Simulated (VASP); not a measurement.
# Ta3N (P-3m1) in VASP: a series of runs, part 2 of 2

VASP 6.6.1. The steps go on from the part before.

### Step 5. Single point, PBE

This run uses another cell than the first one, of 14.98 Å³/atom, 0.962 times its volume.

INCAR

```
  PREC = Accurate
  ENCUT = 520
  EDIFF = 1E-6
  ISMEAR = -1
  SIGMA = 0.05
  LREAL = F
  LASPH = T
  NELM = 60
  ALGO = Normal
  ISIF = 2
  LWAVE = F
  LCHARG = F
  GGA = PE
  NBANDS = 27
```

KPOINTS

```
Automatic mesh
0
Gamma
  6 6 2
```

POSCAR

```
Ta3N
1.0
    3.0322239879      0.0000000000      0.0000000000
   -1.5161119940      2.6259830035      0.0000000000
    0.0000000000      0.0000000000      7.5241370000
Ta N
3 1
Direct
    0.6666666667      0.3333333333      0.8260700000
    0.3333333333      0.6666666667      0.1739300000
    0.0000000000      0.0000000000      0.5000000000
    0.0000000000      0.0000000000      0.0000000000
```

Potentials or basis: VASP PAW PBE potentials, release 64 (Ta_pv, N).

On the command line:

```sh
$ cat potpaw_PBE.64/Ta_pv/POTCAR potpaw_PBE.64/N/POTCAR > POTCAR
$ mpirun -np 1 vasp_std > vasp.out
```

OUTCAR:

```text
PREC = Accurate
   ENCUT = 520
   EDIFF = 1E-6
   ISMEAR = -1
   LREAL = F
   LASPH = T
   NELM = 60
   ISIF = 2
   GGA = PE

 ion  position               nearest neighbor table
   1  0.667  0.333  0.826-   4 2.19   4 2.19   4 2.19   3 3.01   3 3.01   3 3.01   2 3.15   2 3.15
                             2 3.15
   2  0.333  0.667  0.174-   4 2.19   4 2.19   4 2.19   3 3.01   3 3.01   3 3.01   1 3.15   1 3.15
                             1 3.15
   3  0.000  0.000  0.500-   1 3.01   2 3.01   1 3.01   2 3.01   1 3.01   2 3.01
[... 610 lines left out ...]
  --------------------------------------------------------------------------------------
  -------------------------------------------------------------------------------------
  Total       -0.5571129     -0.5571129      1.3142024      0.0000000      0.0000000      0.0000000
  in kB      -14.8985461    -14.8985461     35.1449507      0.0000000      0.0000000      0.0000000
  external PRESSURE =       1.7826195 kB  Pullay stress =       0.0000000 kB

 VOLUME and BASIS-vectors are now :
 -----------------------------------------------------------------------------
  energy-cutoff  :      520.00
  volume of cell :       59.91
      direct lattice vectors                 reciprocal lattice vectors
     3.032223988  0.000000000  0.000000000     0.329790940  0.190404888  0.000000000
    -1.516111994  2.625983004  0.000000000     0.000000000  0.380809776  0.000000000
     0.000000000  0.000000000  7.524137000     0.000000000  0.000000000  0.132905608

 POSITION                                       TOTAL-FORCE (eV/Angst)
 -----------------------------------------------------------------------------------
      1.51611      0.87533      6.21546         0.000000      0.000000      0.027075
     -0.00000      1.75066      1.30867        -0.000000     -0.000000     -0.027075
      0.00000      0.00000      3.76207        -0.000000      0.000000      0.000000
      0.00000      0.00000      0.00000        -0.000000      0.000000      0.000000
 -----------------------------------------------------------------------------------
    total drift:                                0.000000     -0.000000      0.000000

  FREE ENERGIE OF THE ION-ELECTRON SYSTEM (eV)
  ---------------------------------------------------
  free  energy   TOTEN  =       -45.6196729644 eV

  energy  without entropy=      -45.5917437572  energy(sigma->0) =      -45.60570836
```

OSZICAR:

```text
N       E                     dE             d eps       ncg     rms          rms(c)
DAV:   1     0.330903734299E+03    0.33090E+03   -0.21284E+04   756   0.148E+03
DAV:   2    -0.341093735939E+02   -0.36501E+03   -0.35630E+03   872   0.421E+02
DAV:   3    -0.492913390270E+02   -0.15182E+02   -0.14880E+02   932   0.801E+01
DAV:   4    -0.495491057279E+02   -0.25777E+00   -0.25603E+00   957   0.988E+00
DAV:   5    -0.495525067510E+02   -0.34010E-02   -0.33964E-02   988   0.104E+00    0.288E+01
DAV:   6    -0.461218982594E+02    0.34306E+01   -0.16235E+01   971   0.236E+01    0.135E+01
DAV:   7    -0.456936620337E+02    0.42824E+00   -0.20490E+00   933   0.887E+00    0.616E+00
DAV:   8    -0.456497146329E+02    0.43947E-01   -0.57267E-01  1002   0.444E+00    0.111E+00
DAV:   9    -0.456246053656E+02    0.25109E-01   -0.27716E-01   958   0.287E+00    0.616E-01
DAV:  10    -0.456199891718E+02    0.46162E-02   -0.36626E-02  1004   0.948E-01    0.236E-01
DAV:  11    -0.456196878143E+02    0.30136E-03   -0.33357E-03  1036   0.357E-01    0.598E-02
DAV:  12    -0.456196751822E+02    0.12632E-04   -0.22936E-04   924   0.100E-01    0.301E-02
DAV:  13    -0.456196739900E+02    0.11923E-05   -0.19347E-05   911   0.251E-02    0.826E-03
DAV:  14    -0.456196729885E+02    0.10015E-05   -0.18829E-06   686   0.951E-03    0.289E-03
DAV:  15    -0.456196729644E+02    0.24052E-07   -0.48586E-07   474   0.443E-03
   1 F= -.45619673E+02 E0= -.45605708E+02  d E =-.279292E-01
```

stdout:

```text
POSCAR found type information on POSCAR TaN
 POSCAR found :  2 types and       4 ions
 scaLAPACK will be used
 LDA part: xc-table for (Slater+PW92), standard interpolation
 POSCAR, INCAR and KPOINTS ok, starting setup
 FFT: planning ... GRIDC
 FFT: planning ... GRID_SOFT
 FFT: planning ... GRID
 WAVECAR not read
 entering main loop
```

Run time: 36 s. Hardware: 1 thread of Intel Xeon 8259CL, shared host; peak memory 0.18 GiB.

Results:

| Property | Result |
| --- | --- |
| Free energy | -45.6197 eV |
| Pressure | 0.2 GPa |
| Largest force | 0.027 eV/Å |
| Band gap on the k mesh | zero (band 19 reaches 6.81 eV, above the bottom of band 20 at 6.60 eV) |

Forces on the atoms (eV/Å):
```
Ta   0.000  0.000  0.027
Ta   0.000  0.000 -0.027
Ta   0.000  0.000  0.000
N    0.000  0.000  0.000
```

Caveat: the k points lie up to 0.42 Å⁻¹ apart; spin-orbit coupling is left out, which moves the levels of the heavy elements.

### Step 6. Overview

```csv
level,cell,k mesh,gap on the mesh (eV),pressure (GPa),largest force (eV/Å)
r2SCAN,"a = 3.072, b = 3.072, c = 7.623 Å, angles 90.0, 90.0, 120.0°, 4 atoms",10 × 10 × 4,none,-12.1,0.22
r2SCAN,"a = 3.092, b = 3.092, c = 7.672 Å, angles 90.0, 90.0, 120.0°, 4 atoms",10 × 10 × 4,none,-16.0,0.32
PBEsol,"a = 3.032, b = 3.032, c = 7.524 Å, angles 90.0, 90.0, 120.0°, 4 atoms",10 × 10 × 4,none,-7.8,0.34
PBE,"a = 3.032, b = 3.032, c = 7.524 Å, angles 90.0, 90.0, 120.0°, 4 atoms",6 × 6 × 2,none,0.2,0.03
```

Alike in all rows: task single point; potentials or basis VASP PAW PBE potentials, release 64 (Ta_pv, N); no spin polarisation; cutoff (eV) 520; smearing fermi-dirac 0.05 eV.

Caveats: some runs use coarse meshes; spin-orbit coupling is left out, which moves the levels of the heavy elements; the PAW data sets were made with another functional, which shifts forces and pressure a little (some runs).

Total energies depend on the potentials used, so only differences within one code and one set of settings carry meaning.
